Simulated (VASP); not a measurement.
# Co (P-1) in VASP: density of states with PBEsol+U

Aim: the density of states of Co with PBEsol+U.

All numbers are computed with VASP 6.6.1; they aren't measurements. Logs are shortened: lines on timing, memory, paths and dates and some standing lists are left out, and cuts for length are marked.

**1. The cell of the first run**

The typed cell holds 1 atom: a = 2.425 Å, b = 2.437 Å, c = 2.401 Å, α = 107.69°, β = 110.08°, γ = 109.82°.

**2. Density of states, PBEsol+U, collinear spin, ferromagnetic start**

File POSCAR:

```
Co
1.0
   -1.4145745000      1.3929095500      1.3921574700
    1.4429802800     -1.3751271500      1.4027808400
    1.4112696000      1.3718222500     -1.3743750600
Co
1
Direct
    0.0000000000      0.0000000000      0.0000000000
```

File INCAR.step1:

```
ALGO = Normal
EDIFF = 1E-6
ENCUT = 520
GGA = PS
ISIF = 2
ISMEAR = -1
ISPIN = 2
ISYM = 0
LASPH = True
LCHARG = True
LDAU = True
LDAUJ = 0
LDAUL = 2
LDAUPRINT = 1
LDAUTYPE = 2
LDAUU = 2
LMAXMIX = 4
LREAL = False
LWAVE = False
MAGMOM = 2.15
NBANDS = 14
NELM = 150
PREC = Accurate
SIGMA = 0.05
```

File KPOINTS.step1:

```
k-points
0
Gamma
  13 13 13
```

File INCAR.step2:

```
ALGO = Normal
EDIFF = 1E-6
ENCUT = 520
GGA = PS
ICHARG = 11
ISIF = 2
ISMEAR = -5
ISPIN = 2
ISYM = 0
LASPH = True
LCHARG = False
LDAU = True
LDAUJ = 0
LDAUL = 2
LDAUPRINT = 1
LDAUTYPE = 2
LDAUU = 2
LMAXMIX = 4
LORBIT = 10
LREAL = False
LWAVE = False
MAGMOM = 2.15
NBANDS = 14
NEDOS = 1001
NELM = 150
PREC = Accurate
SIGMA = 0.05
```

File KPOINTS.step2:

```
k-points
0
Gamma
  20 20 20
```

Potentials or basis: VASP PAW PBE potentials, release 64 (Co).

Run with:

```console
> cat potpaw_PBE.64/Co/POTCAR > POTCAR
> cp INCAR.step1 INCAR
> cp KPOINTS.step1 KPOINTS
> mpirun -np 1 vasp_std > vasp.out
> cp INCAR.step2 INCAR
> cp KPOINTS.step2 KPOINTS
> mpirun -np 1 vasp_std > vasp.out
```

OUTCAR:

```text
EDIFF = 1E-6
   ENCUT = 520
   GGA = PS
   ICHARG = 11
   ISIF = 2
   ISMEAR = -5
   ISPIN = 2
   ISYM = 0
   LASPH = True
   LORBIT = 10
   LREAL = False
   NELM = 150
   PREC = Accurate

 ion  position               nearest neighbor table
   1  0.000  0.000  0.000-

IMPORTANT INFORMATION: All symmetrisations will be switched off!
NOSYMM: (Re-)initialisation of all symmetry stuff for point group C_1.

----------------------------------------------------------------------------------------

                                     Primitive cell

  volume of cell :      11.0262

  direct lattice vectors                    reciprocal lattice vectors
    -1.414574500  1.392909550  1.392157470    -0.003122163  0.359408250  0.355534697
     1.442980280 -1.375127150  1.402780840     0.346826794 -0.001864074  0.354276607
     1.411269600  1.371822250 -1.374375060     0.350832501  0.362155868 -0.005869779

  length of vectors
     2.424731006  2.437408635  2.400517647     0.505558067  0.495786461  0.504256652

  position of ions in fractional coordinates (direct lattice)
     0.000000000  0.000000000  0.000000000

  ion indices of the primitive-cell ions
   primitive index   ion index
                 1           1

----------------------------------------------------------------------------------------

 KPOINTS: k-points

Automatic generation of k-mesh.
 Grid dimensions read from file:
 generate k-points for:   20   20   20

 Generating k-lattice:

  Cartesian coordinates                     Fractional coordinates (reciprocal lattice)
    -0.000156108  0.017970412  0.017776735     0.050000000  0.000000000 -0.000000000
     0.017341340 -0.000093204  0.017713830     0.000000000  0.050000000  0.000000000
     0.017541625  0.018107793 -0.000293489     0.000000000 -0.000000000  0.050000000

  Length of vectors
     0.025277903  0.024789323  0.025212833

  Shift w.r.t. Gamma in fractional coordinates (k-lattice)
     0.000000000  0.000000000  0.000000000

 TETIRR: Found  24000 inequivalent tetrahedra from    48000

 Subroutine IBZKPT returns following result:
 ===========================================

 Found   4004 irreducible k-points:

 Following reciprocal coordinates:
            Coordinates               Weight
  0.000000  0.000000  0.000000      1.000000
  0.050000 -0.000000  0.000000      2.000000
  0.100000  0.000000  0.000000      2.000000
  0.150000  0.000000  0.000000      2.000000
  0.200000  0.000000  0.000000      2.000000
  0.250000  0.000000  0.000000      2.000000
[... 16 lines left out ...]
 -0.450000  0.050000 -0.000000      2.000000
 -0.400000  0.050000 -0.000000      2.000000
 [... further k-points ...]
   k-points           NKPTS =   4004   k-points in BZ     NKDIM =   4004   number of bands    NBANDS=     14
   number of dos      NEDOS =   1001   number of ions     NIONS =      1
   total plane-waves  NPLWV =   5832
   dimension x,y,z NGX =    18 NGY =   18 NGZ =   18
[... 87 lines left out ...]

 number of electron       9.0000000 magnetization       1.9189987

 Free energy of the ion-electron system (eV)
  ---------------------------------------------------
  ext. energy  EPLUGINS =         0.00000000
  ---------------------------------------------------
  free energy    TOTEN  =        -6.07448413 eV

  energy without entropy =       -6.07448413  energy(sigma->0) =       -6.07448413

 E-fermi :  10.3174     XC(G=0): -13.4696

 val. band max:       10.3881215898   @ k =  -0.0000   0.5000   0.5000
 cond. band min:      10.2737162076   @ k =  -0.1000  -0.3000   0.3000
 fundamental gap:     -0.1144053822
 Fermi energy:        10.3173678324

 spin component 1

 k-point     1 :       0.0000    0.0000    0.0000
  band No.  band energies     occupation
      1       0.9604      1.00000
      2       6.2374      1.00000
      3       6.3416      1.00000
      4       6.5031      1.00000
      5       7.2430      1.00000
      6       7.3386      1.00000
      7      34.8081      0.00000
      8      35.5007      0.00000
      9      35.7913      0.00000
     10      39.3603      0.00000
     11      40.0054      0.00000
     12      40.9380      0.00000
[... 381 lines left out ...]
      3       7.1817      1.00000
      4       7.5163      1.00000
      5       7.8685      1.00000
      6       8.7475      1.00000
      7      19.4211      0.00000
      8      27.9899      0.00000
      9      30.2728      0.00000
     10      33.0443      0.00000
     11      36.7639      0.00000
     12      43.8388      0.00000
     13      46.1307      0.00000
     14      47.4811      0.00000

 [... further k-points ...]

 Fermi energy:        10.3173678324

 spin component 2

 k-point     1 :       0.0000    0.0000    0.0000
  band No.  band energies     occupation
      1       1.0638      1.00000
      2       8.3511      1.00000
      3       8.4911      1.00000
      4       8.6983      1.00000
      5      10.9871      0.00000
      6      11.2124      0.00000
      7      34.6111      0.00000
      8      35.3070      0.00000
      9      35.6143      0.00000
     10      40.5813      0.00000
     11      41.0878      0.00000
     12      42.2103      0.00000
[... 381 lines left out ...]
      3       8.8036      1.00000
      4      10.8581      0.00000
      5      10.8690      0.00000
      6      11.3533      0.00000
      7      20.4891      0.00000
      8      28.3552      0.00000
      9      30.7009      0.00000
     10      33.8460      0.00000
     11      37.9809      0.00000
     12      44.3423      0.00000
     13      47.6694      0.00000
     14      50.4971      0.00000

 [... further k-points ...]
[... 5 lines left out ...]
  --------------------------------------------------------------------------------------
  -------------------------------------------------------------------------------------
  Total       -0.4004396     -0.2101623     -0.2790132      0.0281781     -0.1128458     -0.1852211
  in kB      -58.1865627    -30.5379904    -40.5424884      4.0944715    -16.3972594    -26.9138774
  external PRESSURE =     -43.0890138 kB  Pullay stress =       0.0000000 kB

 VOLUME and BASIS-vectors are now :
 -----------------------------------------------------------------------------
  energy-cutoff  :      520.00
  volume of cell :       11.03
      direct lattice vectors                 reciprocal lattice vectors
    -1.414574500  1.392909550  1.392157470    -0.003122163  0.359408250  0.355534697
     1.442980280 -1.375127150  1.402780840     0.346826794 -0.001864074  0.354276607
     1.411269600  1.371822250 -1.374375060     0.350832501  0.362155868 -0.005869779

 POSITION                                       TOTAL-FORCE (eV/Angst)
 -----------------------------------------------------------------------------------
      0.00000      0.00000      0.00000        -0.000004     -0.000001      0.000004
 -----------------------------------------------------------------------------------
    total drift:                               -0.000004     -0.000001      0.000004

  FREE ENERGIE OF THE ION-ELECTRON SYSTEM (eV)
  ---------------------------------------------------
  free  energy   TOTEN  =        -6.0744841288 eV

  energy  without entropy=       -6.0744841288  energy(sigma->0) =       -6.07448413

 total charge

# of ion       s       p       d       tot
------------------------------------------
    1        0.485   0.525   7.250   8.260

 magnetization (x)

# of ion       s       p       d       tot
------------------------------------------
    1       -0.006  -0.060   1.987   1.921
```

OUTCAR.step1:

```text
EDIFF = 1E-6
   ENCUT = 520
   GGA = PS
   ISIF = 2
   ISMEAR = -1
   ISPIN = 2
[... 1038 lines left out ...]

 POSITION                                       TOTAL-FORCE (eV/Angst)
 -----------------------------------------------------------------------------------
      0.00000      0.00000      0.00000        -0.000000     -0.000000      0.000000
 -----------------------------------------------------------------------------------
    total drift:                               -0.000000     -0.000000      0.000000

  FREE ENERGIE OF THE ION-ELECTRON SYSTEM (eV)
  ---------------------------------------------------
  free  energy   TOTEN  =        -6.0786084063 eV

  energy  without entropy=       -6.0710648224  energy(sigma->0) =       -6.07483661
```

OSZICAR.step1:

```text
N       E                     dE             d eps       ncg     rms          rms(c)
DAV:   1     0.296339686627E+02    0.29634E+02   -0.37989E+03 63750   0.764E+02
DAV:   2    -0.572275026005E+01   -0.35357E+02   -0.32651E+02 67538   0.148E+02
DAV:   3    -0.701403528183E+01   -0.12913E+01   -0.12842E+01 77158   0.298E+01
DAV:   4    -0.702269336126E+01   -0.86581E-02   -0.86561E-02 75504   0.229E+00
DAV:   5    -0.702281626071E+01   -0.12290E-03   -0.12290E-03 80484   0.253E-01    0.114E+01
DAV:   6    -0.621805017945E+01    0.80477E+00   -0.11470E+01 86024   0.407E+01    0.463E+00
DAV:   7    -0.607972935895E+01    0.13832E+00   -0.10833E+00 73990   0.116E+01    0.280E+00
DAV:   8    -0.607864227925E+01    0.10871E-02   -0.13834E-02 78932   0.870E-01    0.144E+00
DAV:   9    -0.607739850474E+01    0.12438E-02   -0.12808E-02 90684   0.761E-01    0.303E-01
DAV:  10    -0.607841995695E+01   -0.10215E-02   -0.23606E-03 86438   0.287E-01    0.102E-01
DAV:  11    -0.607859394145E+01   -0.17398E-03   -0.25583E-04 80450   0.140E-01    0.925E-02
DAV:  12    -0.607860197990E+01   -0.80385E-05   -0.50151E-05 81070   0.645E-02    0.219E-02
DAV:  13    -0.607860794199E+01   -0.59621E-05   -0.59112E-06 73958   0.193E-02    0.747E-03
DAV:  14    -0.607860840632E+01   -0.46433E-06   -0.27013E-07 42406   0.454E-03
   1 F= -.60786084E+01 E0= -.60748366E+01  d E =-.754358E-02  mag=     1.9190
```

Wall time 11 min (1 thread of Intel Xeon Platinum 8259CL at 2.50GHz (Skylake/Cascade Lake), shared host); peak memory 1.1 GiB.

What came out:

- Net moment: 1.92 μB per cell
- Site moments: Co +1.92 μB
- Valence electrons inside the program's atomic spheres: Co 8.26

Levels at points of the mesh, in eV from the Fermi level:
Spin up:
```csv
k point,band 1,band 2,band 3,band 4,band 5,band 6,band 7,band 8,band 9,band 10
"(0.00, 0.00, 0.00)",-9.36,-4.08,-3.98,-3.81,-3.07,-2.98,24.49,25.18,25.47,29.04
"(0.50, 0.00, 0.00)",-6.28,-5.06,-2.83,-2.75,-1.54,-0.22,5.84,17.67,19.22,21.81
"(0.00, 0.50, 0.00)",-6.27,-4.87,-2.99,-2.84,-1.58,-0.54,5.41,18.53,20.24,22.63
"(0.50, 0.50, 0.00)",-6.28,-4.91,-3.00,-2.79,-1.54,-0.30,5.73,17.97,19.88,22.17
"(0.00, 0.00, 0.50)",-6.28,-4.90,-3.02,-2.79,-1.53,-0.26,5.79,18.14,19.62,22.19
"(0.50, 0.00, 0.50)",-6.28,-4.79,-3.06,-2.90,-1.49,-0.21,5.86,18.23,19.80,22.30
"(0.00, 0.50, 0.50)",-6.29,-5.02,-2.87,-2.79,-1.49,0.01,6.13,17.49,18.91,21.60
"(0.50, 0.50, 0.50)",-6.39,-6.31,-1.85,-1.77,-1.68,8.56,9.39,9.82,13.77,14.39
```
Spin down:
| k point | band 1 | band 2 | band 3 | band 4 | band 5 | band 6 |
| --- | --- | --- | --- | --- | --- | --- |
| (0.00, 0.00, 0.00) | -9.25 | -1.97 | -1.83 | -1.62 | 0.67 | 0.90 |
| (0.50, 0.00, 0.00) | -4.56 | -3.12 | -0.16 | 0.62 | 0.89 | 1.07 |
| (0.00, 0.50, 0.00) | -4.61 | -2.89 | -0.49 | 0.39 | 0.87 | 1.05 |
| (0.50, 0.50, 0.00) | -4.56 | -2.93 | -0.25 | 0.43 | 0.89 | 1.02 |
| (0.00, 0.00, 0.50) | -4.55 | -2.91 | -0.20 | 0.41 | 0.90 | 1.00 |
| (0.50, 0.00, 0.50) | -4.53 | -2.77 | -0.15 | 0.27 | 0.92 | 0.93 |
| (0.00, 0.50, 0.50) | -4.51 | -3.05 | 0.07 | 0.55 | 0.92 | 1.00 |
| (0.50, 0.50, 0.50) | -3.48 | -3.44 | 0.58 | 0.63 | 0.70 | 8.71 |

Eigenvalues of the final occupation matrices:
| site | spin | trace | eigenvalues |
| --- | --- | --- | --- |
| site 1 d | 1 | 4.64 | 0.92 0.92 0.92 0.94 0.94 |
| site 1 d | 2 | 2.63 | 0.30 0.32 0.66 0.67 0.68 |

Caveat: the PAW data sets were made with another functional, which shifts forces and pressure a little; the U is typed as a test and isn't derived for this compound; tetrahedron occupations give inexact forces and stress in metals.
